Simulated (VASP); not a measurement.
Write the native input for VASP 6.6.1 that does the following.

```
Task                   : single point
Functional             : PBE
Potentials or basis    : VASP PAW PBE potentials, release 64 (Ni)
Cutoff                 : 520 eV
k mesh                 : 8 × 8 × 8
Occupations            : gaussian, width 0.1 eV
Spin                   : collinear spin, ferromagnetic start
Starting moments       : [2.0] μB
Dipole correction      : no
Further INCAR settings : ALGO = Normal; EDIFF = 1e-07; NBANDS = 15
```

The structure of Ni lies in POSCAR:

```
Ni
1.0
    0.0000000000      1.8657818757      1.8657818757
    1.8657818757      0.0000000000      1.8657818757
    1.8657818757      1.8657818757      0.0000000000
Ni
1
Direct
    0.0000000000      0.0000000000      0.0000000000
```

The input as run:

INCAR

```
SYSTEM = Ni
PREC     = Accurate       ! precision mode
ENCUT    = 520            ! plane-wave cutoff, eV
EDIFF    = 1E-7           ! SCF threshold, eV
ISMEAR   = 0              ! smearing method
SIGMA    = 0.1            ! smearing width, eV
LREAL    = .FALSE.        ! projectors in reciprocal space
LASPH    = .TRUE.         ! aspherical terms in the spheres
NELM     = 150            ! most SCF steps
ALGO     = Normal         ! electronic algorithm
ISIF     = 2              ! what is computed and relaxed
LWAVE    = .FALSE.        ! write WAVECAR
LCHARG   = .FALSE.        ! write CHGCAR
ISPIN    = 2              ! spin polarisation
MAGMOM   = 2              ! initial moments
LORBIT   = 11             ! projections on sites
LMAXMIX  = 4              ! l up to which the mixer works
GGA      = PE             ! functional
NBANDS   = 15             ! bands
```

KPOINTS

```
regular mesh
0
G
  8 8 8
  0 0 0
```

Potentials or basis: VASP PAW PBE potentials, release 64 (Ni).

Run with:

```console
$ cat potpaw_PBE.64/Ni/POTCAR > POTCAR
$ mpirun -np 1 vasp_std > vasp.out
```

Results of the run:

```
Pressure                                              : -22.1 GPa
Net moment                                            : 0.69 μB per cell
Site moments                                          : Ni +0.72 μB
Valence electrons inside the program's atomic spheres : Ni 9.05
```

Caveat: the k points lie up to 0.36 Å⁻¹ apart.

Run time: 6.5 s on 1 thread of Intel(R) Xeon(R) 6975P-C (Granite Rapids), with other jobs on the host, peak memory 0.13 GiB.
